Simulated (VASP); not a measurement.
A run of VASP 6.6.1:

Contents of INCAR:

```
PREC = Accurate
ENCUT = 500
EDIFF = 1E-6
ISMEAR = 0
SIGMA = 0.01
LREAL = False
LASPH = True
NELM = 120
ALGO = Normal
ISIF = 2
LWAVE = False
LCHARG = False
GGA = PS
IVDW = 12
NBANDS = 17
GGA_COMPAT = False
```

The input KPOINTS:

```
Automatic mesh
0
Gamma
  5 5 5
```

The input POSCAR:

```
SnSe
1.0
    0.0000000000      2.9332882860      2.9332882860
    2.9332882860      0.0000000000      2.9332882860
    2.9332882860      2.9332882860      0.0000000000
Sn Se
1 1
Direct
    0.0000000000      0.0000000000      0.0000000000
    0.5000000000      0.5000000000      0.5000000000
```

Potentials or basis: VASP PAW PBE potentials, release 64 (Sn_d, Se).

Launch:

```console
$ cat potpaw_PBE.64/Sn_d/POTCAR potpaw_PBE.64/Se/POTCAR > POTCAR
$ mpirun -np 1 vasp_std > vasp.out
```

Hardware: 1 thread of Intel Xeon 8259CL (shared host).

Q: Estimate the wall time of this run.

A: Wall time 16 s on 1 thread of Intel Xeon 8259CL, on a shared host, peak memory 0.18 GiB. Counts: scf iterations 12, k points 10.
